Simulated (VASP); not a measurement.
# SiC (CsCl type) (Pm-3m) in VASP: density of states with PBE

Aim: the density of states of SiC (CsCl type) with PBE.

Program: VASP 6.6.1. These are calculated values, not measurements. Logs are shortened: lines on timing, memory, paths and dates and some standing lists are left out, and cuts for length are marked.

**1. The cell of the first run**

The structure is cubic, space group Pm-3m (No. 221). Conventional cell: a = 2.641 Å, b = 2.641 Å, c = 2.641 Å, α = 90.00°, β = 90.00°, γ = 90.00°. Within 3.0 Å of Si (site symmetry m-3m) lie 8 C at 2.29 Å and 6 Si at 2.64 Å. Within 3.0 Å of C (site symmetry m-3m) lie 8 Si at 2.29 Å and 6 C at 2.64 Å.

**2. Density of states, PBE**

POSCAR reads:

```
SiC
1.0
    2.6407629375      0.0000000000      0.0000000000
    0.0000000000      2.6407629375      0.0000000000
    0.0000000000      0.0000000000      2.6407629375
Si C
1 1
Direct
    0.0000000000      0.0000000000      0.0000000000
    0.5000000000      0.5000000000      0.5000000000
```

INCAR.step1 reads:

```
ALGO = Normal
EDIFF = 1E-6
ENCUT = 520
GGA = PE
ISIF = 2
ISMEAR = -1
LASPH = T
LCHARG = T
LREAL = F
LWAVE = F
NBANDS = 11
NELM = 80
PREC = Accurate
SIGMA = 0.08
```

KPOINTS.step1 reads:

```
k-points
0
Gamma
  14 14 14
```

INCAR.step2 reads:

```
ALGO = Normal
EDIFF = 1E-6
ENCUT = 520
GGA = PE
ICHARG = 11
ISIF = 2
ISMEAR = -5
LASPH = T
LCHARG = F
LORBIT = 10
LREAL = F
LWAVE = F
NEDOS = 1001
NELM = 80
PREC = Accurate
SIGMA = 0.08
```

KPOINTS.step2 reads:

```
k-points
0
Gamma
  21 21 21
```

Potentials or basis: VASP PAW PBE potentials, release 64 (Si, C).

Run with:

```sh
$ cat potpaw_PBE.64/Si/POTCAR potpaw_PBE.64/C/POTCAR > POTCAR
$ cp INCAR.step1 INCAR
$ cp KPOINTS.step1 KPOINTS
$ mpirun -np 1 vasp_std > vasp.out
$ cp INCAR.step2 INCAR
$ cp KPOINTS.step2 KPOINTS
$ mpirun -np 1 vasp_std > vasp.out
```

OUTCAR:

```text
EDIFF = 1E-6
   ENCUT = 520
   GGA = PE
   ICHARG = 11
   ISIF = 2
   ISMEAR = -5
   LASPH = T
   LORBIT = 10
   LREAL = F
   NELM = 80
   PREC = Accurate

 ion  position               nearest neighbor table
   1  0.000  0.000  0.000-   2 2.29   2 2.29   2 2.29   2 2.29   2 2.29   2 2.29   2 2.29   2 2.29

   2  0.500  0.500  0.500-   1 2.29   1 2.29   1 2.29   1 2.29   1 2.29   1 2.29   1 2.29   1 2.29

  LATTYP: Found a simple cubic cell.
 ALAT       =     2.6407629375

  Lattice vectors:

 A1 = (   2.6407629375,   0.0000000000,   0.0000000000)
 A2 = (   0.0000000000,   2.6407629375,   0.0000000000)
 A3 = (   0.0000000000,   0.0000000000,   2.6407629375)

Analysis of symmetry for initial positions (statically):
=====================================================================
 Subroutine PRICEL returns:
 Original cell was already a primitive cell.

 Routine SETGRP: Setting up the symmetry group for a
 simple cubic supercell.

 Subroutine GETGRP returns: Found 48 space group operations
 (whereof 48 operations were pure point group operations)
 out of a pool of 48 trial point group operations.

The static configuration has the point symmetry O_h .

Analysis of symmetry for dynamics (positions and initial velocities):
=====================================================================
 Subroutine PRICEL returns:
 Original cell was already a primitive cell.

 Routine SETGRP: Setting up the symmetry group for a
 simple cubic supercell.

 Subroutine GETGRP returns: Found 48 space group operations
 (whereof 48 operations were pure point group operations)
 out of a pool of 48 trial point group operations.

The dynamic configuration has the point symmetry O_h .

 Subroutine INISYM returns: Found 48 space group operations
 (whereof 48 operations are pure point group operations),
 and found     1 'primitive' translations

----------------------------------------------------------------------------------------

                                     Primitive cell

  volume of cell :      18.4157

  direct lattice vectors                    reciprocal lattice vectors
     2.640762937  0.000000000  0.000000000     0.378678444  0.000000000  0.000000000
     0.000000000  2.640762937  0.000000000     0.000000000  0.378678444  0.000000000
     0.000000000  0.000000000  2.640762937     0.000000000  0.000000000  0.378678444

  length of vectors
     2.640762937  2.640762937  2.640762937     0.378678444  0.378678444  0.378678444

  position of ions in fractional coordinates (direct lattice)
     0.000000000  0.000000000  0.000000000
     0.500000000  0.500000000  0.500000000

  ion indices of the primitive-cell ions
   primitive index   ion index
                 1           1
                 2           2

----------------------------------------------------------------------------------------

 KPOINTS: k-points

Automatic generation of k-mesh.
 Grid dimensions read from file:
 generate k-points for:   21   21   21

 Generating k-lattice:

  Cartesian coordinates                     Fractional coordinates (reciprocal lattice)
     0.018032307  0.000000000  0.000000000     0.047619048  0.000000000  0.000000000
     0.000000000  0.018032307  0.000000000     0.000000000  0.047619048  0.000000000
     0.000000000  0.000000000  0.018032307     0.000000000  0.000000000  0.047619048

  Length of vectors
     0.018032307  0.018032307  0.018032307

  Shift w.r.t. Gamma in fractional coordinates (k-lattice)
     0.000000000  0.000000000  0.000000000

 TETIRR: Found   4601 inequivalent tetrahedra from    55566

 Subroutine IBZKPT returns following result:
 ===========================================

 Found    286 irreducible k-points:

 Following reciprocal coordinates:
            Coordinates               Weight
  0.000000  0.000000  0.000000      1.000000
  0.047619  0.000000  0.000000      6.000000
  0.095238  0.000000  0.000000      6.000000
  0.142857  0.000000  0.000000      6.000000
  0.190476  0.000000  0.000000      6.000000
  0.238095  0.000000  0.000000      6.000000
[... 16 lines left out ...]
  0.142857  0.095238  0.000000     24.000000
  0.190476  0.095238  0.000000     24.000000
 [... further k-points ...]
   k-points           NKPTS =    286   k-points in BZ     NKDIM =    286   number of bands    NBANDS=      8
   number of dos      NEDOS =   1001   number of ions     NIONS =      2
   total plane-waves  NPLWV =   8000
   dimension x,y,z NGX =    20 NGY =   20 NGZ =   20
   dimension x,y,z NGXF=    40 NGYF=   40 NGZF=   40
   ions per type =               1   1
   NGX,Y,Z   is equivalent  to a cutoff of  12.59, 12.59, 12.59 a.u.
   NGXF,Y,Z  is equivalent  to a cutoff of  25.18, 25.18, 25.18 a.u.
 SYSTEM =  unknown system
   PREC   = accura    normal or accurate (medium, high low for compatibility)
   ISTART =      0    job   : 0-new  1-cont  2-samecut
   ICHARG =     11    charge: 1-file 2-atom 10-const
   ISPIN  =      1    spin polarized calculation?
   LNONCOLLINEAR =      F non collinear calculations
   LSORBIT =      F    spin-orbit coupling
   LASPH  =      T    aspherical Exc in radial PAW
   ENCUT  =  520.0 eV  38.22 Ry    6.18 a.u.   4.91  4.91  4.91*2*pi/ulx,y,z
   NELM   =     80;   NELMIN=  2; NELMDL=  0     # of ELM steps
   EDIFF  = 0.1E-05   stopping-criterion for ELM
   LREAL  =      F    real-space projection
   EDIFFG = 0.1E-04   stopping-criterion for IOM
   NSW    =      0    number of steps for IOM
   IBRION =     -1    ionic relax: 0-MD 1-quasi-New 2-CG
   NFREE  =      0    steps in history (QN), initial steepest desc. (CG)
   ISIF   =      2    stress and relaxation
   ISYM   =      2    0-nonsym 1-usesym 2-fastsym
   POTIM  = 0.5000    time-step for ionic-motion
   TEBEG  =    0.0;   TEEND  =   0.0 temperature during run
   PSTRESS=    0.0 pullay stress
   NELECT =       8.0000    total number of electrons
   NUPDOWN=      -1.0000    fix difference up-down
   EMIN   =  10.00;   EMAX   =-10.00  energy-range for DOS
   EFERMI =   0.00;   METHOD = LEGACY
   ISMEAR =    -5;   SIGMA  =   0.08  broadening in eV -4-tet -1-fermi 0-gaus
   EFERMI_NEDOS =   21; number of points for ismear=-14 and -15
   IALGO  =     38    algorithm
   IMIX   =      4    mixing-type and parameters
     AMIX     =   0.40;   BMIX     =  1.00
     AMIX_MAG =   1.60;   BMIX_MAG =  1.00
  volume/ion in A,a.u.               =       9.21        62.14
  Fermi-wavevector in a.u.,A,eV,Ry     =   1.239868  2.343011 20.915860  1.537272
  Thomas-Fermi vector in A             =   2.374333
   LORBIT       =     10    0 simple, 1 ext, 2 COOP (PROOUT), +10 PAW based schemes
   GGA     = PE    functional components
   LHFCALC =     F    Hartree Fock is set to
   AEXX    =    0.0000 exact exchange contribution
   IVDW    =     0    specifies the selected vdW correction
   LEPSILON=     F    determine dielectric tensor
   LRPA    =     F    only Hartree local field effects (RPA)
 non-spin polarized calculation
 Fermi weights with tetrahedron method with Bloechl corrections
  energy-cutoff  :      520.00
  volume of cell :       18.42
 maximum number of plane-waves:       508
 NGX is ok and might be reduce to    20

 number of electron       8.0000000 magnetization

 Free energy of the ion-electron system (eV)
  ---------------------------------------------------
  ext. energy  EPLUGINS =         0.00000000
  ---------------------------------------------------
  free energy    TOTEN  =       -10.90951617 eV

  energy without entropy =      -10.90951617  energy(sigma->0) =      -10.90951617

 E-fermi :  11.1944     XC(G=0): -12.3996

 val. band max:       11.3020062650   @ k =   0.3810   0.0476   0.0476
 cond. band min:      10.9594632183   @ k =   0.4286   0.2857   0.1429
 fundamental gap:     -0.3425430467
 Fermi energy:        11.1943598938

 k-point     1 :       0.0000    0.0000    0.0000
  band No.  band energies     occupation
      1      -6.3374      2.00000
      2      10.0820      2.00000
      3      10.0820      2.00000
      4      10.0820      2.00000
      5      12.6940      0.00000
      6      16.1623      0.00000
      7      16.1623      0.00000
      8      23.9217      0.00000

 k-point     2 :       0.0476    0.0000    0.0000
  band No.  band energies     occupation
      1      -6.2936      2.00000
      2       9.5843      2.00000
      3      10.1138      2.00000
      4      10.1138      2.00000
      5      12.9151      0.00000
      6      16.2063      0.00000
      7      16.4805      0.00000
      8      23.8230      0.00000

 k-point     3 :       0.0952    0.0000    0.0000
  band No.  band energies     occupation
      1      -6.1625      2.00000
      2       8.5038      2.00000
      3      10.2083      2.00000
      4      10.2083      2.00000
      5      13.2718      0.00000
      6      16.3378      0.00000
      7      17.3016      0.00000
      8      23.4826      0.00000
[... 210 lines left out ...]
 k-point    23 :       0.1429    0.0952    0.0000
  band No.  band energies     occupation
      1      -5.7703      2.00000
      2       7.3835      2.00000
      3       8.8412      2.00000
      4      10.4872      2.00000
      5      14.2598      0.00000
      6      17.2807      0.00000
      7      18.5130      0.00000
      8      22.1575      0.00000

 k-point    24 :       0.1905    0.0952    0.0000
  band No.  band energies     occupation
      1      -5.4667      2.00000
      2       6.0916      2.00000
      3       9.0756      2.00000
      4      10.6951      2.00000
      5      14.5790      0.00000
      6      17.4365      0.00000
      7      19.1168      0.00000
      8      21.8016      0.00000

 [... further k-points ...]

------------------------ aborting loop because EDIFF is reached ----------------------------------------

  FORCE on cell =-STRESS in cart. coord.  units (eV):
  Direction    XX          YY          ZZ          XY          YZ          ZX
  --------------------------------------------------------------------------------------
  -------------------------------------------------------------------------------------
  Total        0.0520864      0.0520864      0.0520864      0.0000000      0.0000000      0.0000000
  in kB        4.5315506      4.5315506      4.5315506      0.0000000      0.0000000      0.0000000
  external PRESSURE =       4.5315506 kB  Pullay stress =       0.0000000 kB

 VOLUME and BASIS-vectors are now :
 -----------------------------------------------------------------------------
  energy-cutoff  :      520.00
  volume of cell :       18.42
      direct lattice vectors                 reciprocal lattice vectors
     2.640762937  0.000000000  0.000000000     0.378678444  0.000000000  0.000000000
     0.000000000  2.640762937  0.000000000     0.000000000  0.378678444  0.000000000
     0.000000000  0.000000000  2.640762937     0.000000000  0.000000000  0.378678444

 POSITION                                       TOTAL-FORCE (eV/Angst)
 -----------------------------------------------------------------------------------
      0.00000      0.00000      0.00000         0.000000      0.000000      0.000000
      1.32038      1.32038      1.32038         0.000000      0.000000      0.000000
 -----------------------------------------------------------------------------------
    total drift:                                0.000000      0.000000      0.000000

  FREE ENERGIE OF THE ION-ELECTRON SYSTEM (eV)
  ---------------------------------------------------
  free  energy   TOTEN  =       -10.9095161748 eV

  energy  without entropy=      -10.9095161748  energy(sigma->0) =      -10.90951617

 total charge

# of ion       s       p       d       tot
------------------------------------------
    1        0.770   0.708   0.000   1.478
    2        0.950   1.304   0.000   2.254
--------------------------------------------------
tot          1.720   2.012   0.000   3.732
```

Run time: 22 s. Hardware: 1 thread of Intel Xeon 6975P-C, shared host; peak memory 0.16 GiB.

Results:

```yaml
Valence_electrons_inside_the_program's_atomic_spheres: Si 1.48; C 2.25
```

Caveat: tetrahedron occupations give inexact forces and stress in metals.
